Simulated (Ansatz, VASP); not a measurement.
# Al: VASP beside Ansatz

```
Al
1.0
     6.36410    0.00000    0.00000
     0.00000    6.36410    0.00000
     0.00000    0.00000    2.73654
Al
4
Direct
  0.20761 0.50000 0.00000
  0.79239 0.50000 0.00000
  0.50000 0.20761 0.00000
  0.50000 0.79239 0.00000
```

Alike in both runs: functional PBE; k mesh 4 × 4 × 8; occupations gaussian, width 0.1 eV; no spin polarisation.

Ansatz relaxed the structure, and its values are those at the end. VASP's run is a single point on that final structure, the one shown.

|  | VASP | Ansatz |
| --- | --- | --- |
| version | VASP 6.6.1 | Ansatz 0.2.0 |
| potentials or method | VASP PAW PBE potentials, release 64 (Al), cutoff 520 eV | scalar-relativistic, plane waves, PAW |
| valence electrons in the cell | 12 | 12 |

|  | VASP | Ansatz | Ansatz less VASP |
| --- | --- | --- | --- |
| gap on the k mesh at the Fermi level (eV) | none | none | - |
| pressure (GPa) | 0.0 | 0.0 | +0.02 |

A gap of «none» marks a metal or a gap that the smearing closes.
